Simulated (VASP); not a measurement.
A run of VASP 6.6.1 is set up as follows.

The input INCAR:

```
SYSTEM = SnO2
  PREC = Accurate
  ENCUT = 520
  EDIFF = 1E-7
  ISMEAR = 0
  SIGMA = 0.05
  LREAL = .False.
  LASPH = .True.
  NELM = 100
  ALGO = Normal
  ISIF = 2
  LWAVE = .False.
  LCHARG = .True.
  GGA = PE
  LELF = .True.
  LVHAR = .True.
  NBANDS = 35
```

File KPOINTS:

```
Automatic mesh
0
Gamma
  6 6 8
  0 0 0
```

The input POSCAR:

```
SnO2
1.0
    4.8277932898      0.0000000000      0.0000000000
    0.0000000000      4.8278069739      0.0000000000
    0.0000000000      0.0000000000      3.2379014683
Sn O
2 4
Direct
    0.4960558874      0.4949176847      0.5000000000
    0.0039507310     -0.0050874579      0.0000000000
    0.3154241816      0.3009004076      0.0000000000
    0.8469116806      0.2368286308      0.5000000000
    0.1845512645      0.8008799312      0.5000000000
    0.6530637655      0.7368491072      0.0000000000
```

Potentials or basis: VASP PAW PBE potentials, release 64 (Sn_d, O).

Command:

```bash
$ cat potpaw_PBE.64/Sn_d/POTCAR potpaw_PBE.64/O/POTCAR > POTCAR
$ mpirun -np 1 vasp_std > vasp.out
```

Estimate the pressure.

-0.5 GPa.

Predict the band gap on the k mesh.

0.93 eV (least direct gap 0.97 eV).

Predict the largest force.

0.798 eV/Å.

Forces in eV/Å, atoms in the order of the input:
```
Sn   0.557  0.571  0.000
Sn  -0.557  0.571  0.000
O    0.182 -0.149  0.000
O   -0.445 -0.422  0.000
O   -0.182 -0.148  0.000
O    0.445 -0.422  0.000
```

Caveat: the cell differs from its parent crystal (atoms displaced along a vibrational mode); spin-orbit coupling is left out, which moves the levels of the heavy elements. A k mesh can miss the band edges.
